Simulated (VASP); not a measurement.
Set up this calculation in VASP 6.6.1, as the native input.

| Quantity | Value |
| --- | --- |
| Task | relaxation of cell and atoms |
| Functional | RPBE |
| Dispersion | D4 |
| Potentials or basis | VASP PAW PBE potentials, release 64 (Hf_pv, C) |
| Cutoff | 600 eV |
| k mesh | 10 × 10 × 10 |
| Occupations | fermi-dirac, width 0.05 eV |
| Spin | no spin polarisation |
| Dipole correction | no |
| Further INCAR settings | ALGO = Normal; EDIFF = 1e-06; IBRION = 2; EDIFFG = -0.02; NSW = 80; ISIF = 3 |

The structure of HfC lies in POSCAR:

```
HfC
1.0
    0.0000000000      2.3250000000      2.3250000000
    2.3250000000      0.0000000000      2.3250000000
    2.3250000000      2.3250000000      0.0000000000
Hf C
1 1
Direct
    0.5000000000      0.5000000000      0.5000000000
    0.0000000000      0.0000000000      0.0000000000
```

These files were run (other wordings do the same):

INCAR

```
PREC = Accurate
ENCUT = 600
EDIFF = 1E-6
ISMEAR = -1
SIGMA = 0.05
LREAL = False
LASPH = True
NELM = 80
ALGO = Normal
ISIF = 3
LWAVE = False
LCHARG = False
GGA = RP
IVDW = 13
IBRION = 2
NSW = 80
EDIFFG = -0.02
```

KPOINTS

```
regular mesh
0
Gamma
  10 10 10
```

Potentials or basis: VASP PAW PBE potentials, release 64 (Hf_pv, C).

Launch:

```console
$ cat potpaw_PBE.64/Hf_pv/POTCAR potpaw_PBE.64/C/POTCAR > POTCAR
$ mpirun -np 1 vasp_std > vasp.out
```

It gave:

```yaml
Relaxed_volume: 12.36 Å³/atom
Relaxed_cell: a = 3.270 Å, b = 3.270 Å, c = 3.270 Å, α = 60.00°, β = 60.00°, γ = 60.00°
Space_group_after_relaxing_to_0.05_Å: Fm-3m (No. 225)
Energy_gained_by_relaxing: 2.6 meV/atom
Ionic_steps: 3
Pressure_after_relaxing: 0.0 GPa
Band_gap_on_the_k_mesh: zero (band 7 reaches 7.19 eV, above the bottom of band 8 at 5.78 eV)
Dispersion_energy_per_atom: -0.479 eV
```

Caveat: the PAW data sets were made with another functional, which shifts forces and pressure a little; spin-orbit coupling is left out, which moves the levels of the heavy elements; pairwise dispersion overbinds metals, which lowers pressure and volume.

It took 33 s on 1 thread of Intel(R) Xeon(R) 6975P-C (Granite Rapids), on a shared host, peak memory 0.17 GiB.
